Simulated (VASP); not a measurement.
# P (P6_3/mmc) in VASP: further runs, part 2 of 2

VASP 6.6.1. Earlier steps stand in the parts before.

### Step 3. Single point, PBEsol (volume scaled by 0.92)

Input file INCAR:

```
SYSTEM = P
ALGO = Normal
EDIFF = 1E-7
ENCUT = 520
GGA = PS
ISIF = 2
ISMEAR = -1
LASPH = .TRUE.
LCHARG = .TRUE.
LELF = .TRUE.
LREAL = .FALSE.
LVHAR = .TRUE.
LWAVE = .FALSE.
NBANDS = 12
NELM = 100
PREC = Accurate
SIGMA = 0.1
```

Input file KPOINTS:

```
k-points
0
G
  13 13 11
  0 0 0
```

Input file POSCAR:

```
P
1.0
    3.1455325136      0.0000000000      0.0000000000
   -1.5727662568      2.7241110652      0.0000000000
    0.0000000000      0.0000000000      3.1103755819
P
2
Direct
    0.3333333333      0.6666666667      0.2500000000
    0.6666666667      0.3333333333      0.7500000000
```

Potentials or basis: VASP PAW PBE potentials, release 64 (P).

The run is started by

```console
> cat potpaw_PBE.64/P/POTCAR > POTCAR
> mpirun -np 1 vasp_std > vasp.out
```

OUTCAR:

```text
SYSTEM = P
   EDIFF = 1E-7
   ENCUT = 520
   GGA = PS
   ISIF = 2
   ISMEAR = -1
   LASPH = .TRUE.
   LREAL = .FALSE.
   NELM = 100
   PREC = Accurate

 ion  position               nearest neighbor table
   1  0.333  0.667  0.250-   2 2.39   2 2.39   2 2.39   2 2.39   2 2.39   2 2.39
   2  0.667  0.333  0.750-   1 2.39   1 2.39   1 2.39   1 2.39   1 2.39   1 2.39

  LATTYP: Found a hexagonal cell.
 ALAT       =     3.1455325136
 C/A-ratio  =     0.9888232178

  Lattice vectors:

 A1 = (   3.1455325136,   0.0000000000,   0.0000000000)
 A2 = (  -1.5727662568,   2.7241110652,   0.0000000000)
 A3 = (   0.0000000000,   0.0000000000,   3.1103755819)

Analysis of symmetry for initial positions (statically):
=====================================================================
 Subroutine PRICEL returns:
 Original cell was already a primitive cell.

 Routine SETGRP: Setting up the symmetry group for a
 hexagonal supercell.

 Subroutine GETGRP returns: Found 24 space group operations
 (whereof 12 operations were pure point group operations)
 out of a pool of 24 trial point group operations.

The static configuration has the point symmetry D_3d.
 The point group associated with its full space group is D_6h.

[... 167 lines left out ...]

 k-point     1 :       0.0000    0.0000    0.0000
  band No.  band energies     occupation
      1      -6.6100      2.00000
      2       6.4497      2.00000
      3       8.3782      2.00000
      4       9.1844      2.00000
      5       9.1844      2.00000
      6      13.2730      0.00000
      7      13.2730      0.00000
      8      13.4045      0.00000
      9      19.7425      0.00000
     10      20.4284      0.00000
     11      22.8808      0.00000
     12      22.8808      0.00000
[... 331 lines left out ...]
 k-point    24 :       0.1538   -0.0000    0.0909
  band No.  band energies     occupation
      1      -6.0604      2.00000
      2       5.1812      2.00000
      3       6.3575      2.00000
      4       8.3870      2.00000
      5      10.6558      1.94912
      6      12.5749      0.00000
      7      14.8120      0.00000
      8      16.0737      0.00000
      9      17.0745      0.00000
     10      20.4733      0.00000
     11      20.9489      0.00000
     12      23.1293      0.00000

 [... further k-points ...]
[... 5 lines left out ...]
  --------------------------------------------------------------------------------------
  -------------------------------------------------------------------------------------
  Total        1.6517571      1.6517571      2.0980027      0.0000000     -0.0000000     -0.0000000
  in kB       99.2944437     99.2944437    126.1202417      0.0000000     -0.0000000     -0.0000000
  external PRESSURE =     108.2363764 kB  Pullay stress =       0.0000000 kB

 VOLUME and BASIS-vectors are now :
 -----------------------------------------------------------------------------
  energy-cutoff  :      520.00
  volume of cell :       26.65
      direct lattice vectors                 reciprocal lattice vectors
     3.145532514  0.000000000  0.000000000     0.317911195  0.183546114  0.000000000
    -1.572766257  2.724111065  0.000000000     0.000000000  0.367092228  0.000000000
     0.000000000  0.000000000  3.110375582     0.000000000  0.000000000  0.321504582

 POSITION                                       TOTAL-FORCE (eV/Angst)
 -----------------------------------------------------------------------------------
     -0.00000      1.81607      0.77759        -0.000000      0.000000      0.000000
      1.57277      0.90804      2.33278         0.000000     -0.000000      0.000000
 -----------------------------------------------------------------------------------
    total drift:                               -0.000000      0.000000      0.000000

  FREE ENERGIE OF THE ION-ELECTRON SYSTEM (eV)
  ---------------------------------------------------
  free  energy   TOTEN  =       -10.8874542658 eV

  energy  without entropy=      -10.8636791417  energy(sigma->0) =      -10.87556670
```

OSZICAR:

```text
N       E                     dE             d eps       ncg     rms          rms(c)
DAV:   1     0.195616607020E+02    0.19562E+02   -0.46554E+03  3024   0.734E+02
DAV:   2    -0.991499020443E+01   -0.29477E+02   -0.28354E+02  4012   0.120E+02
DAV:   3    -0.109329541338E+02   -0.10180E+01   -0.10078E+01  3928   0.200E+01
DAV:   4    -0.109379069016E+02   -0.49528E-02   -0.49509E-02  3540   0.170E+00
DAV:   5    -0.109379368758E+02   -0.29974E-04   -0.29974E-04  3848   0.127E-01    0.766E+00
DAV:   6    -0.109035912100E+02    0.34346E-01   -0.13488E-02  3544   0.591E-01    0.452E+00
DAV:   7    -0.108874471215E+02    0.16144E-01   -0.24998E-02  3560   0.843E-01    0.101E-01
DAV:   8    -0.108874513232E+02   -0.42017E-05   -0.15492E-03  3620   0.254E-01    0.311E-02
DAV:   9    -0.108874538473E+02   -0.25242E-05   -0.14485E-05  3788   0.279E-02    0.182E-02
DAV:  10    -0.108874542485E+02   -0.40119E-06   -0.13821E-06  3644   0.673E-03    0.207E-03
DAV:  11    -0.108874542658E+02   -0.17259E-07   -0.55475E-08  2376   0.165E-03
   1 F= -.10887454E+02 E0= -.10875567E+02  d E =-.237751E-01
```

It took 14 s on 1 thread of Intel Xeon Platinum 8488C (Sapphire Rapids), shared host; peak memory 0.15 GiB.

Results:

```yaml
Free_energy: -10.8875 eV
Pressure: 10.8 GPa
Band_gap_on_the_k_mesh: zero (band 5 reaches 13.48 eV, above the bottom of band 6 at 6.99 eV)
```

Stress tensor (GPa, compression positive):
```
 9.93  0.00  0.00
 0.00  9.93  0.00
 0.00  0.00 12.61
```

Caveat: the PAW data sets were made with another functional, which shifts forces and pressure a little.

### Step 4. Single point, PBEsol (volume scaled by 0.96)

Input file INCAR:

```
ALGO = Normal
EDIFF = 1E-6
ENCUT = 520
GGA = PS
ISIF = 2
ISMEAR = -1
LASPH = T
LCHARG = F
LREAL = F
LWAVE = F
NBANDS = 12
NELM = 100
PREC = Accurate
SIGMA = 0.1
```

Input file KPOINTS:

```
k-points
0
Gamma
  13 13 11
```

Input file POSCAR:

```
P
1.0
    3.1904747643      0.0000000000      0.0000000000
   -1.5952373821      2.7630321960      0.0000000000
    0.0000000000      0.0000000000      3.1548155228
P
2
Direct
    0.3333333333      0.6666666667      0.2500000000
    0.6666666667      0.3333333333      0.7500000000
```

Potentials or basis: VASP PAW PBE potentials, release 64 (P).

The run is started by

```console
> cat potpaw_PBE.64/P/POTCAR > POTCAR
> mpirun -np 1 vasp_std > vasp.out
```

OUTCAR:

```text
EDIFF = 1E-6
   ENCUT = 520
   GGA = PS
   ISIF = 2
   ISMEAR = -1
   LASPH = T
   LREAL = F
   NELM = 100
   PREC = Accurate

 ion  position               nearest neighbor table
   1  0.333  0.667  0.250-   2 2.43   2 2.43   2 2.43   2 2.43   2 2.43   2 2.43
   2  0.667  0.333  0.750-   1 2.43   1 2.43   1 2.43   1 2.43   1 2.43   1 2.43

  LATTYP: Found a hexagonal cell.
 ALAT       =     3.1904747643
 C/A-ratio  =     0.9888232178

  Lattice vectors:

[... 539 lines left out ...]
      6      12.0010      0.00000
      7      14.0686      0.00000
      8      15.3422      0.00000
      9      16.2721      0.00000
     10      19.7657      0.00000
     11      20.0401      0.00000
     12      22.3076      0.00000

 [... further k-points ...]
[... 5 lines left out ...]
  --------------------------------------------------------------------------------------
  -------------------------------------------------------------------------------------
  Total        0.8268127      0.8268127      1.0547489      0.0000000     -0.0000000      0.0000000
  in kB       47.6324033     47.6324033     60.7637326      0.0000000     -0.0000000      0.0000000
  external PRESSURE =      52.0095131 kB  Pullay stress =       0.0000000 kB

 VOLUME and BASIS-vectors are now :
 -----------------------------------------------------------------------------
  energy-cutoff  :      520.00
  volume of cell :       27.81
      direct lattice vectors                 reciprocal lattice vectors
     3.190474764  0.000000000  0.000000000     0.313432976  0.180960613  0.000000000
    -1.595237382  2.763032196  0.000000000     0.000000000  0.361921226  0.000000000
     0.000000000  0.000000000  3.154815523     0.000000000  0.000000000  0.316975745

 POSITION                                       TOTAL-FORCE (eV/Angst)
 -----------------------------------------------------------------------------------
     -0.00000      1.84202      0.78870        -0.000000     -0.000000      0.000000
      1.59524      0.92101      2.36611         0.000000      0.000000      0.000000
 -----------------------------------------------------------------------------------
    total drift:                                0.000000     -0.000000      0.000000

  FREE ENERGIE OF THE ION-ELECTRON SYSTEM (eV)
  ---------------------------------------------------
  free  energy   TOTEN  =       -10.9450030504 eV

  energy  without entropy=      -10.9193864749  energy(sigma->0) =      -10.93219476
```

It took 15 s on 1 thread of Intel Xeon Platinum 8488C (Sapphire Rapids), shared host; peak memory 0.15 GiB.

What came out:

- Free energy: -10.9450 eV
- Pressure: 5.2 GPa
- Band gap on the k mesh: zero (band 5 reaches 12.56 eV, above the bottom of band 6 at 6.58 eV)

Levels at points of the mesh, in eV from the Fermi level:
```tsv
k point	band 1	band 2	band 3	band 4	band 5	band 6	band 7	band 8	band 9	band 10
(0.00, 0.00, 0.00)	-17.14	-4.39	-2.90	-1.76	-1.76	2.28	2.28	2.51	8.70	8.95
```

Caveat: the PAW data sets were made with another functional, which shifts forces and pressure a little.

### Step 5. Summary

```tsv
cell	gap on the mesh (eV)	pressure (GPa)
a = 3.099, b = 3.099, c = 3.065 Å, angles 90.0, 90.0, 120.0°, 2 atoms	none	17.8
a = 3.146, b = 3.146, c = 3.110 Å, angles 90.0, 90.0, 120.0°, 2 atoms	none	10.8
a = 3.190, b = 3.190, c = 3.155 Å, angles 90.0, 90.0, 120.0°, 2 atoms	none	5.2
```

Alike in all rows: task single point; level PBEsol; potentials or basis VASP PAW PBE potentials, release 64 (P); no spin polarisation; k mesh 13 × 13 × 11; cutoff (eV) 520; smearing fermi-dirac 0.1 eV.

Caveats: the PAW data sets were made with another functional, which shifts forces and pressure a little.

Total energies depend on the potentials used, so only differences within one code and one set of settings carry meaning.
